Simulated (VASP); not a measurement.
# Hf3ZrS8 (P2/m) in VASP: settings compared

Aim: see how the results for Hf3ZrS8 move with the level of theory and the settings. Levels: PBEsol, PBE. Tasks: single point.

All numbers are computed with VASP 6.6.1; they aren't measurements. Logs are shortened: lines on timing, memory, paths and dates and some standing lists are left out, and cuts for length are marked.

## 1. The cell of the first run

It takes space group P2/m (No. 10, monoclinic). Conventional cell: a = 6.338 Å, b = 7.322 Å, c = 6.812 Å, α = 90.00°, β = 90.01°, γ = 90.00°. Zr (site symmetry 2/m) has 6 S at 2.57 Å within 3.4 Å. Within 3.4 Å of Hf (site symmetry 2) lie 6 S at 2.56 Å. Hf (site symmetry 2/m) has 6 S at 2.56 Å within 3.4 Å. Within 3.4 Å of S (site symmetry 1) lie 2 Hf at 2.56 Å and 1 Zr at 2.57 Å. S (site symmetry m) has 3 Hf at 2.56 Å within 3.4 Å. Within 3.4 Å of S (site symmetry m) lie 2 Hf at 2.56 Å and 1 Zr at 2.57 Å.

## 2. Single point, PBEsol

INCAR reads:

```
ALGO = Normal
EDIFF = 1E-6
ENCUT = 520
GGA = PS
ISIF = 2
ISMEAR = 0
LASPH = T
LCHARG = T
LELF = T
LREAL = F
LVHAR = T
LWAVE = F
NBANDS = 57
NELM = 80
PREC = Accurate
SIGMA = 0.02
```

KPOINTS reads:

```
k-points
0
Gamma
  4 4 4
```

POSCAR reads:

```
Hf3ZrS8
1.0
    6.3384389461      0.0000000000      0.0001915409
    0.0000000000      7.3217999875      0.0000000000
   -0.0011912136      0.0000000000      6.8123926347
Zr Hf S
1 3 8
Direct
    0.5000000000      0.0000000000      0.0000000000
    0.0000000000      0.7496623595      0.0000000000
    0.5000000000      0.5000000000      0.0000000000
    0.0000000000      0.2503376405      0.0000000000
    0.6677989245      0.7482624213      0.2124711050
    0.1670024481      0.5000000000      0.2120357244
    0.6677989245      0.2517375787      0.2124711050
    0.1640885630      0.0000000000      0.2124440678
    0.8359114370      0.0000000000      0.7875559322
    0.3322010755      0.7482624213      0.7875288950
    0.8329975519      0.5000000000      0.7879642756
    0.3322010755      0.2517375787      0.7875288950
```

Potentials or basis: VASP PAW PBE potentials, release 64 (Zr_sv, Hf_pv, S).

Started as:

```sh
$ cat potpaw_PBE.64/Zr_sv/POTCAR potpaw_PBE.64/Hf_pv/POTCAR potpaw_PBE.64/S/POTCAR > POTCAR
$ mpirun -np 1 vasp_std > vasp.out
```

OUTCAR:

```text
EDIFF = 1E-6
   ENCUT = 520
   GGA = PS
   ISIF = 2
   ISMEAR = 0
   LASPH = T
   LREAL = F
   NELM = 80
   PREC = Accurate

 ion  position               nearest neighbor table
   1  0.500  0.000  0.000-   5 2.57   7 2.57  10 2.57  12 2.57   8 2.57   9 2.57   3 3.66   3 3.66
                             4 3.66   2 3.66   2 3.66   4 3.66
   2  0.000  0.750  0.000-   5 2.56  10 2.56   9 2.56   8 2.56   6 2.56  11 2.56   4 3.66   3 3.66
                             3 3.66   1 3.66   1 3.66   4 3.67
   3  0.500  0.500  0.000-   5 2.56   7 2.56  10 2.56  12 2.56  11 2.56   6 2.56   2 3.66   4 3.66
                             2 3.66   4 3.66   1 3.66   1 3.66
   4  0.000  0.250  0.000-   7 2.56  12 2.56   9 2.56   8 2.56  11 2.56   6 2.56   2 3.66   3 3.66
                             3 3.66   1 3.66   1 3.66   2 3.67
   5  0.668  0.748  0.212-   2 2.56   3 2.56   1 2.57
   6  0.167  0.500  0.212-   3 2.56   2 2.56   4 2.56
   7  0.668  0.252  0.212-   4 2.56   3 2.56   1 2.57
   8  0.164  0.000  0.212-   2 2.56   4 2.56   1 2.57
   9  0.836  0.000  0.788-   2 2.56   4 2.56   1 2.57
  10  0.332  0.748  0.788-   2 2.56   3 2.56   1 2.57
  11  0.833  0.500  0.788-   3 2.56   2 2.56   4 2.56
  12  0.332  0.252  0.788-   4 2.56   3 2.56   1 2.57

  LATTYP: Found a simple monoclinic cell.
 ALAT       =     6.3384389490
 B/A-ratio  =     1.1551424643
 C/A-ratio  =     1.0747745294
 COS(beta)  =    -0.0001446409

  Lattice vectors:

 A1 = (   6.3384389461,   0.0000000000,   0.0001915409)
 A2 = (   0.0000000000,   7.3217999875,   0.0000000000)
 A3 = (  -0.0011912136,   0.0000000000,   6.8123926347)

Analysis of symmetry for initial positions (statically):
=====================================================================
 Subroutine PRICEL returns:
 Original cell was already a primitive cell.

 Routine SETGRP: Setting up the symmetry group for a
 simple monoclinic supercell.

 Subroutine GETGRP returns: Found  4 space group operations
 (whereof  4 operations were pure point group operations)
 out of a pool of  4 trial point group operations.

The static configuration has the point symmetry C_2h.

Analysis of symmetry for dynamics (positions and initial velocities):
=====================================================================
 Subroutine PRICEL returns:
 Original cell was already a primitive cell.

 Routine SETGRP: Setting up the symmetry group for a
 simple monoclinic supercell.

[... 135 lines left out ...]
   NELECT =      90.0000    total number of electrons
   NUPDOWN=      -1.0000    fix difference up-down
   EMIN   =  10.00;   EMAX   =-10.00  energy-range for DOS
   EFERMI =   0.00;   METHOD = LEGACY
   ISMEAR =     0;   SIGMA  =   0.02  broadening in eV -4-tet -1-fermi 0-gaus
   EFERMI_NEDOS =   21; number of points for ismear=-14 and -15
   IALGO  =     38    algorithm
   IMIX   =      4    mixing-type and parameters
     AMIX     =   0.40;   BMIX     =  1.00
     AMIX_MAG =   1.60;   BMIX_MAG =  1.00
  volume/ion in A,a.u.               =      26.35       177.79
  Fermi-wavevector in a.u.,A,eV,Ry     =   1.076934  2.035110 15.779855  1.159787
  Thomas-Fermi vector in A             =   2.212832
   LORBIT       =      0    0 simple, 1 ext, 2 COOP (PROOUT), +10 PAW based schemes
   GGA     = PS    functional components
   LHFCALC =     F    Hartree Fock is set to
   AEXX    =    0.0000 exact exchange contribution
   IVDW    =     0    specifies the selected vdW correction
   LEPSILON=     F    determine dielectric tensor
   LRPA    =     F    only Hartree local field effects (RPA)
 non-spin polarized calculation
 Gauss-broadening in eV      SIGMA  =   0.02
  energy-cutoff  :      520.00
  volume of cell :      316.15
 maximum number of plane-waves:      8548
   NGX = 23   NGY = 27   NGZ = 25

 number of electron      89.9999992 magnetization

 Free energy of the ion-electron system (eV)
  ---------------------------------------------------
  ext. energy  EPLUGINS =         0.00000000
  ---------------------------------------------------
  free energy    TOTEN  =       -94.55268117 eV

  energy without entropy =      -94.55268117  energy(sigma->0) =      -94.55268117

 E-fermi :   2.1754     XC(G=0):  -8.7865

 val. band max:        1.9737026605   @ k =   0.0000   0.0000   0.0000
 cond. band min:       3.0893512842   @ k =   0.5000   0.0000   0.5000
 fundamental gap:      1.1156486237
 Fermi energy:         2.1754047757

 k-point     1 :       0.0000    0.0000    0.0000
  band No.  band energies     occupation
      1     -46.8650      2.00000
      2     -28.6930      2.00000
      3     -28.6888      2.00000
      4     -28.6436      2.00000
      5     -28.6266      2.00000
      6     -28.6225      2.00000
[... 1429 lines left out ...]
     56       6.0040      0.00000
     57       6.0242      0.00000

 [... further k-points ...]

------------------------ aborting loop because EDIFF is reached ----------------------------------------

  FORCE on cell =-STRESS in cart. coord.  units (eV):
  Direction    XX          YY          ZZ          XY          YZ          ZX
  --------------------------------------------------------------------------------------
  -------------------------------------------------------------------------------------
  Total       -6.5760311     -6.5652088     -4.1896425      0.0000000      0.0000000      0.0018293
  in kB      -33.3253405    -33.2704964    -21.2318434      0.0000000      0.0000000      0.0092704
  external PRESSURE =     -29.2758934 kB  Pullay stress =       0.0000000 kB

 VOLUME and BASIS-vectors are now :
 -----------------------------------------------------------------------------
  energy-cutoff  :      520.00
  volume of cell :      316.15
      direct lattice vectors                 reciprocal lattice vectors
     6.338438946  0.000000000  0.000191541     0.157767552  0.000000000  0.000027587
     0.000000000  7.321799988  0.000000000     0.000000000  0.136578437  0.000000000
    -0.001191214  0.000000000  6.812392635    -0.000004436  0.000000000  0.146791303

 POSITION                                       TOTAL-FORCE (eV/Angst)
 -----------------------------------------------------------------------------------
      3.16922      0.00000      0.00010         0.000000      0.000000      0.000000
      0.00000      5.48888      0.00000         0.000000     -0.002012      0.000000
      3.16922      3.66090      0.00010         0.000000      0.000000      0.000000
      0.00000      1.83292      0.00000         0.000000      0.002012      0.000000
      4.23255      5.47863      1.44756         0.024948     -0.042188     -0.300667
      1.05828      3.66090      1.44450        -0.000139      0.000000     -0.329472
      4.23255      1.84317      1.44756         0.024948      0.042188     -0.300667
      1.03981      0.00000      1.44728        -0.049121      0.000000     -0.299678
      5.29744      0.00000      5.36530         0.049121      0.000000      0.299678
      2.10470      5.47863      5.36502        -0.024948     -0.042188      0.300667
      5.27897      3.66090      5.36808         0.000139      0.000000      0.329472
      2.10470      1.84317      5.36502        -0.024948      0.042188      0.300667
 -----------------------------------------------------------------------------------
    total drift:                               -0.000000      0.000000      0.000000

  FREE ENERGIE OF THE ION-ELECTRON SYSTEM (eV)
  ---------------------------------------------------
  free  energy   TOTEN  =       -94.5526811700 eV

  energy  without entropy=      -94.5526811700  energy(sigma->0) =      -94.55268117
```

OSZICAR:

```text
N       E                     dE             d eps       ncg     rms          rms(c)
DAV:   1     0.606197362529E+03    0.60620E+03   -0.43250E+04  3556   0.140E+03
DAV:   2    -0.443115119007E+02   -0.65051E+03   -0.63166E+03  4230   0.333E+02
DAV:   3    -0.988834760248E+02   -0.54572E+02   -0.53950E+02  4616   0.802E+01
DAV:   4    -0.101762993140E+03   -0.28795E+01   -0.28737E+01  6040   0.167E+01
DAV:   5    -0.101926863552E+03   -0.16387E+00   -0.16385E+00  4904   0.225E+00    0.862E+01
DAV:   6    -0.949400072475E+02    0.69869E+01   -0.21584E+01  4007   0.138E+01    0.595E+01
DAV:   7    -0.946729169959E+02    0.26709E+00   -0.63964E+00  4600   0.851E+00    0.115E+01
DAV:   8    -0.945716457396E+02    0.10127E+00   -0.87952E-01  4103   0.330E+00    0.327E+00
DAV:   9    -0.945534440567E+02    0.18202E-01   -0.14239E-01  4664   0.131E+00    0.149E+00
DAV:  10    -0.945522949617E+02    0.11491E-02   -0.17364E-02  4188   0.411E-01    0.838E-01
DAV:  11    -0.945526088272E+02   -0.31387E-03   -0.50941E-03  4672   0.234E-01    0.396E-01
DAV:  12    -0.945525703441E+02    0.38483E-04   -0.48843E-04  4028   0.782E-02    0.122E-01
DAV:  13    -0.945526599850E+02   -0.89641E-04   -0.15727E-04  4352   0.412E-02    0.580E-02
DAV:  14    -0.945526761153E+02   -0.16130E-04   -0.17137E-05  4429   0.142E-02    0.180E-02
DAV:  15    -0.945526781103E+02   -0.19951E-05   -0.20091E-06  3208   0.556E-03    0.414E-03
DAV:  16    -0.945526812146E+02   -0.31043E-05   -0.38738E-06  3223   0.653E-03    0.597E-03
DAV:  17    -0.945526811700E+02    0.44640E-07   -0.19841E-07  2232   0.188E-03
   1 F= -.94552681E+02 E0= -.94552681E+02  d E =-.137869E-47
```

It took 4.8 min on 1 thread of Intel Xeon 6975P-C (Granite Rapids), shared host; peak memory 0.65 GiB.

Results:

| Quantity | Value |
| --- | --- |
| Free energy | -94.5527 eV |
| Pressure | -2.9 GPa |
| Largest force | 0.329 eV/Å |
| Band gap on the k mesh | 1.12 eV (least direct gap 1.15 eV) |

Forces in eV/Å, atoms in the order of the input:
```
Zr   0.000  0.000  0.000
Hf   0.000 -0.002  0.000
Hf   0.000  0.000  0.000
Hf   0.000  0.002  0.000
S    0.025 -0.042 -0.301
S    0.000  0.000 -0.329
S    0.025  0.042 -0.301
S   -0.049  0.000 -0.300
S    0.049  0.000  0.300
S   -0.025 -0.042  0.301
S    0.000  0.000  0.329
S   -0.025  0.042  0.301
```

Caveat: the PAW data sets were made with another functional, which shifts forces and pressure a little; spin-orbit coupling is left out, which moves the levels of the heavy elements; this functional lacks dispersion, which binds layers or chains, so the pressure and a relaxed spacing across them are unreliable.

## 3. Single point, PBE

INCAR reads:

```
SYSTEM = Hf3ZrS8
ALGO = Normal
EDIFF = 1E-6
ENCUT = 520
GGA = PE
ISIF = 2
ISMEAR = 0
LASPH = .True.
LCHARG = .True.
LELF = .True.
LREAL = .False.
LVHAR = .True.
LWAVE = .False.
NBANDS = 57
NELM = 60
PREC = Accurate
SIGMA = 0.02
```

KPOINTS reads:

```
k-points
0
Gamma
  4 4 4
  0 0 0
```

POSCAR is that of step 2.

Potentials or basis: VASP PAW PBE potentials, release 64 (Zr_sv, Hf_pv, S).

Started as:

```sh
$ cat potpaw_PBE.64/Zr_sv/POTCAR potpaw_PBE.64/Hf_pv/POTCAR potpaw_PBE.64/S/POTCAR > POTCAR
$ mpirun -np 1 vasp_std > vasp.out
```

OUTCAR:

```text
SYSTEM = Hf3ZrS8
   EDIFF = 1E-6
   ENCUT = 520
   GGA = PE
   ISIF = 2
   ISMEAR = 0
   LASPH = .True.
   LREAL = .False.
   NELM = 60
   PREC = Accurate

 ion  position               nearest neighbor table
   1  0.500  0.000  0.000-   5 2.57   7 2.57  10 2.57  12 2.57   8 2.57   9 2.57   3 3.66   3 3.66
                             4 3.66   2 3.66   2 3.66   4 3.66
   2  0.000  0.750  0.000-   5 2.56  10 2.56   9 2.56   8 2.56   6 2.56  11 2.56   4 3.66   3 3.66
                             3 3.66   1 3.66   1 3.66   4 3.67
   3  0.500  0.500  0.000-   5 2.56   7 2.56  10 2.56  12 2.56  11 2.56   6 2.56   2 3.66   4 3.66
                             2 3.66   4 3.66   1 3.66   1 3.66
   4  0.000  0.250  0.000-   7 2.56  12 2.56   9 2.56   8 2.56  11 2.56   6 2.56   2 3.66   3 3.66
                             3 3.66   1 3.66   1 3.66   2 3.67
   5  0.668  0.748  0.212-   2 2.56   3 2.56   1 2.57
   6  0.167  0.500  0.212-   3 2.56   2 2.56   4 2.56
   7  0.668  0.252  0.212-   4 2.56   3 2.56   1 2.57
   8  0.164  0.000  0.212-   2 2.56   4 2.56   1 2.57
   9  0.836  0.000  0.788-   2 2.56   4 2.56   1 2.57
  10  0.332  0.748  0.788-   2 2.56   3 2.56   1 2.57
  11  0.833  0.500  0.788-   3 2.56   2 2.56   4 2.56
  12  0.332  0.252  0.788-   4 2.56   3 2.56   1 2.57

  LATTYP: Found a simple monoclinic cell.
 ALAT       =     6.3384389490
 B/A-ratio  =     1.1551424643
 C/A-ratio  =     1.0747745294
 COS(beta)  =    -0.0001446409

  Lattice vectors:

 A1 = (   6.3384389461,   0.0000000000,   0.0001915409)
 A2 = (   0.0000000000,   7.3217999875,   0.0000000000)
 A3 = (  -0.0011912136,   0.0000000000,   6.8123926347)

Analysis of symmetry for initial positions (statically):
=====================================================================
 Subroutine PRICEL returns:
 Original cell was already a primitive cell.

 Routine SETGRP: Setting up the symmetry group for a
 simple monoclinic supercell.

 Subroutine GETGRP returns: Found  4 space group operations
 (whereof  4 operations were pure point group operations)
 out of a pool of  4 trial point group operations.

The static configuration has the point symmetry C_2h.

[... 166 lines left out ...]
  volume of cell :      316.15
 maximum number of plane-waves:      8548
   NGX = 23   NGY = 27   NGZ = 25

 number of electron      89.9999992 magnetization

 Free energy of the ion-electron system (eV)
  ---------------------------------------------------
  ext. energy  EPLUGINS =         0.00000000
  ---------------------------------------------------
  free energy    TOTEN  =       -90.23118136 eV

  energy without entropy =      -90.23118136  energy(sigma->0) =      -90.23118136

 E-fermi :   2.1312     XC(G=0):  -8.6431

 val. band max:        2.0240285129   @ k =   0.0000   0.0000   0.0000
 cond. band min:       3.2230171250   @ k =   0.5000   0.0000   0.5000
 fundamental gap:      1.1989886121
 Fermi energy:         2.1312045943

 k-point     1 :       0.0000    0.0000    0.0000
  band No.  band energies     occupation
      1     -46.9225      2.00000
      2     -28.6787      2.00000
      3     -28.6747      2.00000
      4     -28.6314      2.00000
      5     -28.6136      2.00000
      6     -28.6098      2.00000
[... 1429 lines left out ...]
     56       6.1298      0.00000
     57       6.1439      0.00000

 [... further k-points ...]

------------------------ aborting loop because EDIFF is reached ----------------------------------------

  FORCE on cell =-STRESS in cart. coord.  units (eV):
  Direction    XX          YY          ZZ          XY          YZ          ZX
  --------------------------------------------------------------------------------------
  -------------------------------------------------------------------------------------
  Total       -0.7887752     -0.7898163     -0.5750680      0.0000000      0.0000000      0.0014023
  in kB       -3.9972745     -4.0025505     -2.9142713      0.0000000      0.0000000      0.0071062
  external PRESSURE =      -3.6380321 kB  Pullay stress =       0.0000000 kB

 VOLUME and BASIS-vectors are now :
 -----------------------------------------------------------------------------
  energy-cutoff  :      520.00
  volume of cell :      316.15
      direct lattice vectors                 reciprocal lattice vectors
     6.338438946  0.000000000  0.000191541     0.157767552  0.000000000  0.000027587
     0.000000000  7.321799988  0.000000000     0.000000000  0.136578437  0.000000000
    -0.001191214  0.000000000  6.812392635    -0.000004436  0.000000000  0.146791303

 POSITION                                       TOTAL-FORCE (eV/Angst)
 -----------------------------------------------------------------------------------
      3.16922      0.00000      0.00010         0.000000     -0.000000     -0.000000
      0.00000      5.48888      0.00000         0.000000     -0.002016     -0.000000
      3.16922      3.66090      0.00010         0.000000     -0.000000     -0.000000
      0.00000      1.83292      0.00000         0.000000      0.002016     -0.000000
      4.23255      5.47863      1.44756         0.016990     -0.029123     -0.039275
      1.05828      3.66090      1.44450         0.000800     -0.000000     -0.061851
      4.23255      1.84317      1.44756         0.016990      0.029123     -0.039275
      1.03981      0.00000      1.44728        -0.034346     -0.000000     -0.038597
      5.29744      0.00000      5.36530         0.034346     -0.000000      0.038597
      2.10470      5.47863      5.36502        -0.016990     -0.029123      0.039275
      5.27897      3.66090      5.36808        -0.000800     -0.000000      0.061851
      2.10470      1.84317      5.36502        -0.016990      0.029123      0.039275
 -----------------------------------------------------------------------------------
    total drift:                               -0.000000      0.000000      0.000000

  FREE ENERGIE OF THE ION-ELECTRON SYSTEM (eV)
  ---------------------------------------------------
  free  energy   TOTEN  =       -90.2311813575 eV

  energy  without entropy=      -90.2311813575  energy(sigma->0) =      -90.23118136
```

stdout:

```text
POSCAR found type information on POSCAR ZrHfS
 POSCAR found :  3 types and      12 ions
 scaLAPACK will be used
 LDA part: xc-table for (Slater+PW92), standard interpolation
 POSCAR, INCAR and KPOINTS ok, starting setup
 FFT: planning ... GRIDC
 FFT: planning ... GRID_SOFT
 FFT: planning ... GRID
 WAVECAR not read
 entering main loop
```

Run time: 21 min. Hardware: 1 thread of Intel Xeon 8259CL, shared host; peak memory 0.67 GiB.

Results:

- Free energy: -90.2312 eV
- Pressure: -0.4 GPa
- Largest force: 0.062 eV/Å
- Band gap on the k mesh: 1.20 eV (least direct gap 1.23 eV)

Forces in eV/Å, atoms in the order of the input:
```
Zr   0.000  0.000  0.000
Hf   0.000 -0.002  0.000
Hf   0.000  0.000  0.000
Hf   0.000  0.002  0.000
S    0.017 -0.029 -0.039
S    0.001  0.000 -0.062
S    0.017  0.029 -0.039
S   -0.034  0.000 -0.039
S    0.034  0.000  0.039
S   -0.017 -0.029  0.039
S   -0.001  0.000  0.062
S   -0.017  0.029  0.039
```

Caveat: spin-orbit coupling is left out, which moves the levels of the heavy elements; this functional lacks dispersion, which binds layers or chains, so the pressure and a relaxed spacing across them are unreliable.
